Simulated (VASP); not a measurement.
# Ti (P4/nmm) in VASP: a series of runs, part 2 of 2

VASP 6.6.1. The steps go on from the part before.

## (3) Single point, r2SCAN (atoms displaced along a vibrational mode)

Input file POSCAR:

```
Ti
1.0
    0.0000000000     -3.2517897414      0.0000000000
   -3.2517897414      0.0000000000      0.0000000000
    0.0000000000      0.0000000000     -3.2517897414
Ti
2
Direct
    0.5000000000      0.5000000000      0.4846238521
    0.0000000000      0.0000000000      0.0153761479
```

Input file INCAR.step1:

```
PREC     = Accurate       # precision mode
ENCUT    = 520            # plane-wave cutoff, eV
ISMEAR   = 0              # smearing method
SIGMA    = 0.15           # smearing width, eV
LREAL    = F              # projectors in reciprocal space
LASPH    = T              # aspherical terms in the spheres
NELM     = 60             # most SCF steps
NBANDS   = 19             # bands
GGA      = PE             # functional
ALGO     = Normal         # electronic algorithm
EDIFF    = 1E-4           # SCF threshold, eV
LWAVE    = T              # write WAVECAR
LCHARG   = F              # write CHGCAR
```

Input file INCAR.step2:

```
PREC     = Accurate       # precision mode
ENCUT    = 520            # plane-wave cutoff, eV
EDIFF    = 1E-6           # SCF threshold, eV
ISMEAR   = 0              # smearing method
SIGMA    = 0.15           # smearing width, eV
LREAL    = F              # projectors in reciprocal space
LASPH    = T              # aspherical terms in the spheres
NELM     = 60             # most SCF steps
ALGO     = Normal         # electronic algorithm
ISIF     = 2              # what is computed and relaxed
LWAVE    = F              # write WAVECAR
LCHARG   = T              # write CHGCAR
METAGGA  = R2SCAN         # meta-GGA
LMIXTAU  = T            
LELF     = T              # ELF
LVHAR    = T            
NBANDS   = 19             # bands
ISTART   = 1
```

Input file KPOINTS:

```
Automatic mesh
0
Gamma
  18 18 18
```

Potentials or basis: VASP PAW PBE potentials, release 64 (Ti_sv).

Command:

```bash
> cat potpaw_PBE.64/Ti_sv/POTCAR > POTCAR
> cp INCAR.step1 INCAR
> mpirun -np 1 vasp_std > vasp.out
> cp INCAR.step2 INCAR
> mpirun -np 1 vasp_std > vasp.out
```

OUTCAR:

```text
PREC = Accurate
   ENCUT = 520
   EDIFF = 1E-6
   ISMEAR = 0
   LREAL = F
   LASPH = T
   NELM = 60
   ISIF = 2
   METAGGA = R2SCAN
   ISTART = 1

 ion  position               nearest neighbor table
   1  0.500  0.500  0.485-   2 2.76   2 2.76   2 2.76   2 2.76   2 2.88   2 2.88   2 2.88   2 2.88

   2  0.000  0.000  0.015-   1 2.76   1 2.76   1 2.76   1 2.76   1 2.88   1 2.88   1 2.88   1 2.88

  LATTYP: Found a simple cubic cell.
 ALAT       =     3.2517897414

  Lattice vectors:

 A1 = (   0.0000000000,  -3.2517897414,   0.0000000000)
 A2 = (  -3.2517897414,   0.0000000000,   0.0000000000)
 A3 = (   0.0000000000,   0.0000000000,  -3.2517897414)

Analysis of symmetry for initial positions (statically):
=====================================================================
 Subroutine PRICEL returns:
 Original cell was already a primitive cell.

 Routine SETGRP: Setting up the symmetry group for a
 simple cubic supercell.

 Subroutine GETGRP returns: Found 16 space group operations
 (whereof  8 operations were pure point group operations)
 out of a pool of 48 trial point group operations.

The static configuration has the point symmetry C_4v.
 The point group associated with its full space group is D_4h.

Analysis of symmetry for dynamics (positions and initial velocities):
=====================================================================
 Subroutine PRICEL returns:
 Original cell was already a primitive cell.

 Routine SETGRP: Setting up the symmetry group for a
 simple cubic supercell.

 Subroutine GETGRP returns: Found 16 space group operations
 (whereof  8 operations were pure point group operations)
 out of a pool of 48 trial point group operations.

The dynamic configuration has the point symmetry C_4v.
 The point group associated with its full space group is D_4h.

 Subroutine INISYM returns: Found 16 space group operations
 (whereof  8 operations are pure point group operations),
 and found     1 'primitive' translations

----------------------------------------------------------------------------------------

                                     Primitive cell

  volume of cell :      34.3849

  direct lattice vectors                    reciprocal lattice vectors
     0.000000000 -3.251789741  0.000000000     0.000000000 -0.307522958  0.000000000
    -3.251789741  0.000000000  0.000000000    -0.307522958  0.000000000  0.000000000
     0.000000000  0.000000000 -3.251789741     0.000000000  0.000000000 -0.307522958

  length of vectors
     3.251789741  3.251789741  3.251789741     0.307522958  0.307522958  0.307522958

  position of ions in fractional coordinates (direct lattice)
     0.500000000  0.500000000  0.484623852
     0.000000000  0.000000000  0.015376148

  ion indices of the primitive-cell ions
   primitive index   ion index
                 1           1
                 2           2

----------------------------------------------------------------------------------------

 KPOINTS: Automatic mesh

Automatic generation of k-mesh.
 Grid dimensions read from file:
 generate k-points for:   18   18   18

 Generating k-lattice:

  Cartesian coordinates                     Fractional coordinates (reciprocal lattice)
     0.000000000 -0.017084609  0.000000000     0.055555556  0.000000000  0.000000000
    -0.017084609  0.000000000  0.000000000     0.000000000  0.055555556  0.000000000
     0.000000000  0.000000000 -0.017084609     0.000000000  0.000000000  0.055555556

  Length of vectors
     0.017084609  0.017084609  0.017084609

  Shift w.r.t. Gamma in fractional coordinates (k-lattice)
     0.000000000  0.000000000  0.000000000

 Subroutine IBZKPT returns following result:
 ===========================================

 Found    550 irreducible k-points:

 Following reciprocal coordinates:
            Coordinates               Weight
  0.000000  0.000000  0.000000      1.000000
  0.055556  0.000000  0.000000      4.000000
  0.000000  0.000000  0.055556      2.000000
  0.111111  0.000000  0.000000      4.000000
  0.000000  0.000000  0.111111      2.000000
  0.166667  0.000000  0.000000      4.000000
[... 16 lines left out ...]
  0.000000  0.111111  0.055556      8.000000
  0.055556  0.000000  0.111111      8.000000
 [... further k-points ...]
   k-points           NKPTS =    550   k-points in BZ     NKDIM =    550   number of bands    NBANDS=     19
   number of dos      NEDOS =    301   number of ions     NIONS =      2
   total plane-waves  NPLWV =  13824
   dimension x,y,z NGX =    24 NGY =   24 NGZ =   24
   dimension x,y,z NGXF=    48 NGYF=   48 NGZF=   48
   ions per type =               2
   NGX,Y,Z   is equivalent  to a cutoff of  12.27, 12.27, 12.27 a.u.
   NGXF,Y,Z  is equivalent  to a cutoff of  24.54, 24.54, 24.54 a.u.
 SYSTEM =  unknown system
   PREC   = accura    normal or accurate (medium, high low for compatibility)
   ISTART =      1    job   : 0-new  1-cont  2-samecut
   ICHARG =      0    charge: 1-file 2-atom 10-const
   ISPIN  =      1    spin polarized calculation?
   LNONCOLLINEAR =      F non collinear calculations
   LSORBIT =      F    spin-orbit coupling
   LASPH  =      T    aspherical Exc in radial PAW
   ENCUT  =  520.0 eV  38.22 Ry    6.18 a.u.   6.05  6.05  6.05*2*pi/ulx,y,z
   NELM   =     60;   NELMIN=  2; NELMDL=  0     # of ELM steps
   EDIFF  = 0.1E-05   stopping-criterion for ELM
   LREAL  =      F    real-space projection
   EDIFFG = 0.1E-04   stopping-criterion for IOM
   NSW    =      0    number of steps for IOM
   IBRION =     -1    ionic relax: 0-MD 1-quasi-New 2-CG
   NFREE  =      0    steps in history (QN), initial steepest desc. (CG)
   ISIF   =      2    stress and relaxation
   ISYM   =      2    0-nonsym 1-usesym 2-fastsym
   POTIM  = 0.5000    time-step for ionic-motion
   TEBEG  =    0.0;   TEEND  =   0.0 temperature during run
   PSTRESS=    0.0 pullay stress
   NELECT =      24.0000    total number of electrons
   NUPDOWN=      -1.0000    fix difference up-down
   EMIN   =  10.00;   EMAX   =-10.00  energy-range for DOS
   EFERMI =   0.00;   METHOD = LEGACY
   ISMEAR =     0;   SIGMA  =   0.15  broadening in eV -4-tet -1-fermi 0-gaus
   EFERMI_NEDOS =   21; number of points for ismear=-14 and -15
   IALGO  =     38    algorithm
   IMIX   =      4    mixing-type and parameters
     AMIX     =   0.40;   BMIX     =  1.00
     AMIX_MAG =   1.60;   BMIX_MAG =  1.00
  volume/ion in A,a.u.               =      17.19       116.02
  Fermi-wavevector in a.u.,A,eV,Ry     =   1.452188  2.744237 28.692639  2.108849
  Thomas-Fermi vector in A             =   2.569599
   LORBIT       =      0    0 simple, 1 ext, 2 COOP (PROOUT), +10 PAW based schemes
   METAGGA = R2SCAN    functional components
   LHFCALC =     F    Hartree Fock is set to
   AEXX    =    0.0000 exact exchange contribution
   IVDW    =     0    specifies the selected vdW correction
   LEPSILON=     F    determine dielectric tensor
   LRPA    =     F    only Hartree local field effects (RPA)
 non-spin polarized calculation
 Gauss-broadening in eV      SIGMA  =   0.15
  energy-cutoff  :      520.00
  volume of cell :       34.38
 maximum number of plane-waves:       952
   NGX = 13   NGY = 13   NGZ = 13

 number of electron      24.0000009 magnetization

 Free energy of the ion-electron system (eV)
  ---------------------------------------------------
  ext. energy  EPLUGINS =         0.00000000
  ---------------------------------------------------
  free energy    TOTEN  =       -25.62893022 eV

  energy without entropy =      -25.58007101  energy(sigma->0) =      -25.60450062

 E-fermi :   8.2251     XC(G=0): -12.4492

 val. band max:        8.2250370042   @ k =   0.3889   0.2778   0.1667
 cond. band min:       8.2257855464   @ k =   0.3333   0.2222   0.2222
 fundamental gap:      0.0007485422
 Fermi energy:         8.2251232184

 k-point     1 :       0.0000    0.0000    0.0000
  band No.  band energies     occupation
      1     -50.6582      2.00000
      2     -50.4115      2.00000
      3     -25.9409      2.00000
      4     -25.9409      2.00000
      5     -25.9306      2.00000
      6     -25.4500      2.00000
[... 11 lines left out ...]
     18      12.3792      0.00000
     19      12.4253      0.00000

 k-point     2 :       0.0556    0.0000    0.0000
  band No.  band energies     occupation
      1     -50.6560      2.00000
      2     -50.4131      2.00000
      3     -25.9415      2.00000
      4     -25.9369      2.00000
      5     -25.9270      2.00000
      6     -25.4531      2.00000
[... 476 lines left out ...]
 k-point    24 :       0.0556    0.0000    0.1111
  band No.  band energies     occupation
      1     -50.6479      2.00000
      2     -50.4187      2.00000
      3     -25.9482      2.00000
      4     -25.9220      2.00000
      5     -25.9072      2.00000
      6     -25.4979      2.00000
[... 11 lines left out ...]
     18      11.9047      0.00000
     19      12.3928      0.00000

 [... further k-points ...]
[... 5 lines left out ...]
  --------------------------------------------------------------------------------------
  -------------------------------------------------------------------------------------
  Total        0.1786496      0.1786496      0.1380004      0.0000000     -0.0000000      0.0000000
  in kB        8.3242520      8.3242520      6.4301885      0.0000000     -0.0000000      0.0000000
  external PRESSURE =       7.6928975 kB  Pullay stress =       0.0000000 kB

 VOLUME and BASIS-vectors are now :
 -----------------------------------------------------------------------------
  energy-cutoff  :      520.00
  volume of cell :       34.38
      direct lattice vectors                 reciprocal lattice vectors
     0.000000000 -3.251789741  0.000000000     0.000000000 -0.307522958  0.000000000
    -3.251789741  0.000000000  0.000000000    -0.307522958  0.000000000  0.000000000
     0.000000000  0.000000000 -3.251789741     0.000000000  0.000000000 -0.307522958

 POSITION                                       TOTAL-FORCE (eV/Angst)
 -----------------------------------------------------------------------------------
     -1.62589     -1.62589     -1.57589         0.000000      0.000000     -0.463037
      0.00000      0.00000     -0.05000        -0.000000      0.000000      0.463037
 -----------------------------------------------------------------------------------
    total drift:                                0.000000     -0.000000     -0.000000

  FREE ENERGIE OF THE ION-ELECTRON SYSTEM (eV)
  ---------------------------------------------------
  free  energy   TOTEN  =       -25.6289302246 eV

  energy  without entropy=      -25.5800710059  energy(sigma->0) =      -25.60450062
```

Wall time 9.3 min (1 thread of AMD EPYC 9R45 (Zen 5), shared host); peak memory 0.35 GiB.

What came out:

```yaml
Free_energy: -25.6289 eV
Pressure: 0.8 GPa
Largest_force: 0.463 eV/Å
Band_gap_on_the_k_mesh: zero (bands 12 and 13 overlap by 1.74 eV)
```

Forces in eV/Å, atoms in the order of the input:
```
Ti   0.000  0.000 -0.463
Ti   0.000  0.000  0.463
```

Levels at points of the mesh, in eV from the Fermi level:
```tsv
k point	band 9	band 10	band 11	band 12	band 13	band 14	band 15	band 16
(0.00, 0.00, 0.00)	-6.35	-2.32	-2.28	1.13	1.18	1.18	2.89	2.98
(0.50, 0.00, 0.00)	-2.89	-2.89	-0.06	-0.06	1.37	1.37	1.53	1.53
(0.00, 0.00, 0.50)	-2.89	-2.89	-0.32	0.37	1.41	1.41	1.46	1.46
(0.50, 0.50, 0.00)	-2.59	-2.59	-0.31	-0.31	1.00	1.00	2.94	2.94
(0.00, 0.50, 0.50)	-2.60	-2.60	-0.34	-0.34	0.98	0.98	3.01	3.01
(0.50, 0.50, 0.50)	-0.76	-0.76	-0.66	-0.66	-0.56	-0.56	3.39	3.39
```

Caveat: the cell differs from its parent crystal (atoms displaced along a vibrational mode); the PAW data sets were made with another functional, which shifts forces and pressure a little.
